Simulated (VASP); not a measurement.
# B32N31 (a cell with a defect) in VASP: a series of runs

Runs on B32N31 (a cell with a defect). Level: PBEsol. Tasks: single point.

All numbers are computed with VASP 6.6.1; they aren't measurements. Logs are shortened: lines on timing, memory, paths and dates and some standing lists are left out, and cuts for length are marked.

### 1 The cell of the first run

The cell holds a defect, 63 atoms: a = 7.212 Å, b = 7.212 Å, c = 7.212 Å, α = 90.00°, β = 90.00°, γ = 90.00°.

### 2 Single point, PBEsol

INCAR

```
SYSTEM = B32N31
  PREC = Accurate
  ENCUT = 520
  EDIFF = 1E-6
  ISMEAR = -1
  SIGMA = 0.05
  LREAL = Auto
  LASPH = .TRUE.
  NELM = 80
  ALGO = Normal
  ISIF = 2
  LWAVE = .FALSE.
  LCHARG = .TRUE.
  GGA = PS
  LELF = .TRUE.
  LVHAR = .TRUE.
  NBANDS = 162
  NELECT = 248.0
  ISYM = 0
```

KPOINTS

```
Automatic mesh
0
Gamma
  1 1 1
  0.25 0.25 0.25
```

POSCAR

```
B32N31
1.0
    7.2115910000      0.0000000000      0.0000000000
    0.0000000000      7.2115910000      0.0000000000
    0.0000000000      0.0000000000      7.2115910000
B N
32 31
Direct
    0.9995510000      0.0002180000      0.9992600000
    0.0024740000      0.0031360000      0.4961320000
    0.0024740000      0.4970920000      0.0021770000
    0.0007440000      0.5013980000      0.5004350000
    0.4964260000      0.0031420000      0.0021800000
    0.5007270000      0.0014170000      0.5004340000
    0.5007270000      0.5013880000      0.0004640000
    0.4718830000      0.4725420000      0.4715770000
    0.2492550000      0.2499210000      0.9991850000
    0.2462240000      0.2468840000      0.4959450000
    0.2464510000      0.7530430000      0.0022650000
    0.2483200000      0.7489470000      0.5004400000
    0.7523770000      0.2471180000      0.0022620000
    0.7482780000      0.2489940000      0.5004410000
    0.7483790000      0.7490410000      0.0005480000
    0.7773460000      0.7780020000      0.4715610000
    0.2492540000      0.0001430000      0.2489640000
    0.2464560000      0.0032240000      0.7520830000
    0.2462240000      0.4969020000      0.2459260000
    0.2483160000      0.5013960000      0.7479860000
    0.7523790000      0.0032210000      0.2461580000
    0.7483810000      0.0015040000      0.7480790000
    0.7482760000      0.5014030000      0.2480370000
    0.7773490000      0.4725250000      0.7770410000
    0.9994760000      0.2499220000      0.2489640000
    0.0025570000      0.2471210000      0.7520800000
    0.0025540000      0.7530400000      0.2461650000
    0.0008400000      0.7490400000      0.7480790000
    0.4962420000      0.2468890000      0.2459310000
    0.5007380000      0.2489820000      0.7479860000
    0.5007360000      0.7489430000      0.2480250000
    0.4718640000      0.7780050000      0.7770460000
    0.1247600000      0.1254290000      0.1244720000
    0.1247550000      0.1254150000      0.6244680000
    0.1247550000      0.6254260000      0.1244550000
    0.1247970000      0.6254900000      0.6245320000
    0.6247610000      0.1254140000      0.1244540000
    0.6248270000      0.1254690000      0.6245330000
    0.6248240000      0.6254880000      0.1245140000
    0.3748820000      0.3755420000      0.1234780000
    0.3768350000      0.3774910000      0.6244170000
    0.3749950000      0.8752160000      0.1254650000
    0.3765890000      0.8736540000      0.6245040000
    0.8745520000      0.3756580000      0.1254730000
    0.8729820000      0.3772610000      0.6245020000
    0.8746570000      0.8753190000      0.1235630000
    0.8728080000      0.8734620000      0.6246480000
    0.3748810000      0.1244350000      0.3745830000
    0.3749970000      0.1264250000      0.8742560000
    0.3768390000      0.6253770000      0.3765330000
    0.3765840000      0.6254550000      0.8726940000
    0.8745540000      0.1264310000      0.3746990000
    0.8746570000      0.1245190000      0.8743610000
    0.8729790000      0.6254680000      0.3763050000
    0.8728100000      0.6256120000      0.8725090000
    0.1237680000      0.3755450000      0.3745850000
    0.1257590000      0.3756590000      0.8742560000
    0.1257610000      0.8752170000      0.3746980000
    0.1238550000      0.8753210000      0.8743590000
    0.6247070000      0.3775010000      0.3765400000
    0.6247930000      0.3772520000      0.8726890000
    0.6247960000      0.8736430000      0.3762960000
    0.6249520000      0.8734740000      0.8725110000
```

Potentials or basis: VASP PAW PBE potentials, release 64 (B, N).

Started as:

```
$ cat potpaw_PBE.64/B/POTCAR potpaw_PBE.64/N/POTCAR > POTCAR
$ mpirun -np 1 vasp_std > vasp.out
```

OUTCAR:

```text
SYSTEM = B32N31
   PREC = Accurate
   ENCUT = 520
   EDIFF = 1E-6
   ISMEAR = -1
   LREAL = Auto
   LASPH = .TRUE.
   NELM = 80
   ISIF = 2
   GGA = PS
   NELECT = 248.0
   ISYM = 0

 ion  position               nearest neighbor table
   1  1.000  0.000  0.999-  53 1.56  46 1.56  59 1.56  33 1.56
   2  0.002  0.003  0.496-  58 1.55  52 1.55  34 1.55  47 1.61
   3  0.002  0.497  0.002-  57 1.55  44 1.55  35 1.55  55 1.61
   4  0.001  0.501  0.500-  36 1.55  56 1.56  54 1.57  45 1.57
   5  0.496  0.003  0.002-  49 1.55  42 1.55  37 1.55  63 1.61
   6  0.501  0.001  0.500-  38 1.55  48 1.56  43 1.57  62 1.57
   7  0.501  0.501  0.000-  39 1.55  40 1.56  61 1.57  51 1.57
   8  0.472  0.473  0.472-  60 1.47  50 1.47  41 1.47
   9  0.249  0.250  0.999-  57 1.56  49 1.56  33 1.56  40 1.56
  10  0.246  0.247  0.496-  34 1.55  48 1.55  56 1.55  41 1.62
  11  0.246  0.753  0.002-  35 1.55  59 1.55  42 1.56  51 1.61
  12  0.248  0.749  0.500-  36 1.55  58 1.56  50 1.57  43 1.57
  13  0.752  0.247  0.002-  37 1.55  53 1.55  44 1.56  61 1.61
  14  0.748  0.249  0.500-  38 1.54  52 1.56  60 1.57  45 1.57
  15  0.748  0.749  0.001-  39 1.55  46 1.56  63 1.57  55 1.57
  16  0.777  0.778  0.472-  54 1.47  62 1.47  47 1.47
  17  0.249  0.000  0.249-  58 1.56  42 1.56  33 1.56  48 1.56
  18  0.246  0.003  0.752-  34 1.55  59 1.55  49 1.56  43 1.61
  19  0.246  0.497  0.246-  35 1.55  40 1.55  56 1.55  50 1.62
  20  0.248  0.501  0.748-  36 1.54  57 1.56  41 1.57  51 1.57
  21  0.752  0.003  0.246-  37 1.55  46 1.55  52 1.56  62 1.61
  22  0.748  0.002  0.748-  38 1.54  53 1.56  63 1.57  47 1.57
  23  0.748  0.501  0.248-  39 1.54  44 1.56  60 1.57  54 1.57
  24  0.777  0.473  0.777-  45 1.47  61 1.47  55 1.47
  25  0.999  0.250  0.249-  52 1.56  44 1.56  33 1.56  56 1.56
  26  0.003  0.247  0.752-  34 1.55  53 1.55  57 1.56  45 1.61
  27  0.003  0.753  0.246-  35 1.55  46 1.55  58 1.56  54 1.61
  28  0.001  0.749  0.748-  36 1.54  59 1.56  47 1.57  55 1.57
  29  0.496  0.247  0.246-  37 1.55  40 1.55  48 1.55  60 1.62
  30  0.501  0.249  0.748-  38 1.54  49 1.56  41 1.57  61 1.57
  31  0.501  0.749  0.248-  39 1.54  42 1.56  50 1.57  62 1.57
  32  0.472  0.778  0.777-  43 1.47  51 1.47  63 1.47
  33  0.125  0.125  0.124-  25 1.56  17 1.56   9 1.56   1 1.56
  34  0.125  0.125  0.624-  18 1.55  10 1.55  26 1.55   2 1.55
  35  0.125  0.625  0.124-  11 1.55  19 1.55  27 1.55   3 1.55
  36  0.125  0.625  0.625-  28 1.54  20 1.54  12 1.55   4 1.55
  37  0.625  0.125  0.124-  13 1.55  21 1.55  29 1.55   5 1.55
  38  0.625  0.125  0.625-  30 1.54  22 1.54  14 1.54   6 1.55
[... 23 lines left out ...]
  62  0.625  0.874  0.376-  16 1.47   6 1.57  31 1.57  21 1.61
  63  0.625  0.873  0.873-  32 1.47  22 1.57  15 1.57   5 1.61

IMPORTANT INFORMATION: All symmetrisations will be switched off!
NOSYMM: (Re-)initialisation of all symmetry stuff for point group C_1.

----------------------------------------------------------------------------------------

                                     Primitive cell

  volume of cell :     375.0535

  direct lattice vectors                    reciprocal lattice vectors
     7.211591000  0.000000000  0.000000000     0.138665656  0.000000000  0.000000000
     0.000000000  7.211591000  0.000000000     0.000000000  0.138665656  0.000000000
     0.000000000  0.000000000  7.211591000     0.000000000  0.000000000  0.138665656

  length of vectors
     7.211591000  7.211591000  7.211591000     0.138665656  0.138665656  0.138665656

  position of ions in fractional coordinates (direct lattice)
     0.999551000  0.000218000  0.999260000
     0.002474000  0.003136000  0.496132000
     0.002474000  0.497092000  0.002177000
     0.000744000  0.501398000  0.500435000
     0.496426000  0.003142000  0.002180000
     0.500727000  0.001417000  0.500434000
[... 55 lines left out ...]
     0.624796000  0.873643000  0.376296000
     0.624952000  0.873474000  0.872511000

  ion indices of the primitive-cell ions
   primitive index   ion index
                 1           1
[... 49 lines left out ...]
   IALGO  =     38    algorithm
   IMIX   =      4    mixing-type and parameters
     AMIX     =   0.40;   BMIX     =  1.00
     AMIX_MAG =   1.60;   BMIX_MAG =  1.00
  volume/ion in A,a.u.               =       5.95        40.17
  Fermi-wavevector in a.u.,A,eV,Ry     =   1.426246  2.695213 27.676650  2.034176
  Thomas-Fermi vector in A             =   2.546543
   LORBIT       =      0    0 simple, 1 ext, 2 COOP (PROOUT), +10 PAW based schemes
   GGA     = PS    functional components
   LHFCALC =     F    Hartree Fock is set to
   AEXX    =    0.0000 exact exchange contribution
   IVDW    =     0    specifies the selected vdW correction
   LEPSILON=     F    determine dielectric tensor
   LRPA    =     F    only Hartree local field effects (RPA)
 non-spin polarized calculation
  energy-cutoff  :      520.00
  volume of cell :      375.05
 maximum number of plane-waves:     10107
 NGX is ok and might be reduce to    54
   NGX = 27   NGY = 27   NGZ = 27

 number of electron     248.0000072 magnetization

 Free energy of the ion-electron system (eV)
  ---------------------------------------------------
  ext. energy  EPLUGINS =         0.00000000
  ---------------------------------------------------
  free energy    TOTEN  =      -598.01352746 eV

  energy without entropy =     -598.01352745  energy(sigma->0) =     -598.01352745

 E-fermi :   7.7943     XC(G=0): -12.8499

 val. band max:        6.6766642097   @ k =  -0.2500  -0.2500   0.2500
 cond. band min:       8.8985551600   @ k =   0.2500   0.2500   0.2500
 fundamental gap:      2.2218909503
 Fermi energy:         7.7942578627

 k-point     1 :       0.2500    0.2500    0.2500
  band No.  band energies     occupation
      1     -12.6347      2.00000
      2     -11.7342      2.00000
      3     -11.7341      2.00000
      4     -11.5299      2.00000
      5     -10.7971      2.00000
      6     -10.7970      2.00000
[... 128 lines left out ...]
    135      15.4505      0.00000
    136      15.4784      0.00000

 k-point     2 :      -0.2500    0.2500    0.2500
  band No.  band energies     occupation
      1     -12.6350      2.00000
      2     -11.7339      2.00000
      3     -11.7307      2.00000
      4     -11.5330      2.00000
      5     -10.7975      2.00000
      6     -10.7962      2.00000
[... 406 lines left out ...]
    135      15.4465      0.00000
    136      15.4719      0.00000
 [bands above 136 left out]

------------------------ aborting loop because EDIFF is reached ----------------------------------------

  FORCE on cell =-STRESS in cart. coord.  units (eV):
  Direction    XX          YY          ZZ          XY          YZ          ZX
  --------------------------------------------------------------------------------------
  -------------------------------------------------------------------------------------
  Total      -26.4089407    -26.4032010    -26.4078863     -0.2779166     -0.2769567     -0.2797398
  in kB     -112.8153773   -112.7908580   -112.8108731     -1.1872215     -1.1831211     -1.1950102
  external PRESSURE =    -112.8057028 kB  Pullay stress =       0.0000000 kB

 VOLUME and BASIS-vectors are now :
 -----------------------------------------------------------------------------
  energy-cutoff  :      520.00
  volume of cell :      375.05
      direct lattice vectors                 reciprocal lattice vectors
     7.211591000  0.000000000  0.000000000     0.138665656  0.000000000  0.000000000
     0.000000000  7.211591000  0.000000000     0.000000000  0.138665656  0.000000000
     0.000000000  0.000000000  7.211591000     0.000000000  0.000000000  0.138665656

 POSITION                                       TOTAL-FORCE (eV/Angst)
 -----------------------------------------------------------------------------------
      7.20835      0.00157      7.20625         0.071101      0.068730      0.070137
      0.01784      0.02262      3.57790         0.062166      0.063210      0.073958
      0.01784      3.58482      0.01570         0.061603      0.074970      0.062740
      0.00537      3.61588      3.60893         0.059037      0.041717      0.041529
      3.58002      0.02266      0.01572         0.074326      0.061720      0.061155
      3.61104      0.01022      3.60893         0.042924      0.057004      0.041617
[... 55 lines left out ...]
      4.50577      6.30036      2.71369        -0.060500     -0.052939     -0.029386
      4.50690      6.29914      6.29219        -0.084034     -0.033731     -0.032671
 -----------------------------------------------------------------------------------
    total drift:                               -0.000260     -0.004799      0.006060

  FREE ENERGIE OF THE ION-ELECTRON SYSTEM (eV)
  ---------------------------------------------------
  free  energy   TOTEN  =      -598.0135274553 eV

  energy  without entropy=     -598.0135274542  energy(sigma->0) =     -598.01352745
```

Run time: 8.7 min. Hardware: 1 thread of Intel Xeon Platinum 8259CL at 2.50GHz (Skylake/Cascade Lake), shared host; peak memory 0.48 GiB.

What came out:

* Free energy: -598.0135 eV
* Largest force: 0.132 eV/Å

Forces in eV/Å, atoms in the order of the input:
```
B    0.071  0.069  0.070
B    0.062  0.063  0.074
B    0.062  0.075  0.063
B    0.059  0.042  0.042
B    0.074  0.062  0.061
B    0.043  0.057  0.042
B    0.042  0.043  0.055
B    0.023  0.024  0.028
B    0.068  0.067  0.061
B    0.078  0.079  0.072
B    0.052  0.063  0.057
B    0.056  0.043  0.035
B    0.063  0.051  0.057
B    0.044  0.054  0.035
B    0.045  0.046  0.031
B    0.029  0.032  0.063
B    0.068  0.062  0.066
B    0.051  0.057  0.064
B    0.078  0.072  0.078
B    0.057  0.035  0.043
B    0.063  0.057  0.052
B    0.045  0.032  0.046
B    0.045  0.035  0.054
B    0.028  0.061  0.035
B    0.062  0.068  0.066
B    0.058  0.051  0.064
B    0.058  0.063  0.050
B    0.032  0.046  0.046
B    0.072  0.077  0.077
B    0.034  0.057  0.044
B    0.035  0.045  0.056
B    0.060  0.030  0.033
N   -0.065 -0.067 -0.067
N   -0.060 -0.059 -0.068
N   -0.060 -0.068 -0.057
N   -0.054 -0.059 -0.059
N   -0.067 -0.058 -0.057
N   -0.058 -0.056 -0.059
N   -0.057 -0.058 -0.057
N   -0.049 -0.048 -0.068
N   -0.074 -0.072  0.009
N   -0.068 -0.058 -0.060
N   -0.030 -0.055 -0.061
N   -0.059 -0.067 -0.061
N   -0.054 -0.031 -0.062
N   -0.064 -0.063 -0.056
N   -0.033 -0.030 -0.082
N   -0.048 -0.068 -0.047
N   -0.069 -0.059 -0.058
N   -0.075  0.010 -0.072
N   -0.028 -0.059 -0.056
N   -0.060 -0.061 -0.067
N   -0.063 -0.055 -0.063
N   -0.053 -0.064 -0.032
N   -0.033 -0.084 -0.032
N   -0.068 -0.047 -0.048
N   -0.060 -0.068 -0.058
N   -0.061 -0.059 -0.067
N   -0.056 -0.063 -0.063
N    0.013 -0.074 -0.074
N   -0.058 -0.029 -0.055
N   -0.060 -0.053 -0.029
N   -0.084 -0.034 -0.033
```

Levels at points of the mesh, in eV from the Fermi level:
```csv
k point,band 121,band 122,band 123,band 124,band 125,band 126,band 127,band 128
"(0.25, 0.25, 0.25)",-1.87,-1.79,-1.16,-1.16,1.10,3.60,4.07,4.07
```

Caveat: the k points lie up to 0.87 Å⁻¹ apart; the cell carries a net charge on a neutralising background, which shifts energy and pressure; the cell is charged against a uniform background, so pressure and absolute levels hang on convention; the PAW data sets were made with another functional, which shifts forces and pressure a little.

(Continued in part 2 of 2.)
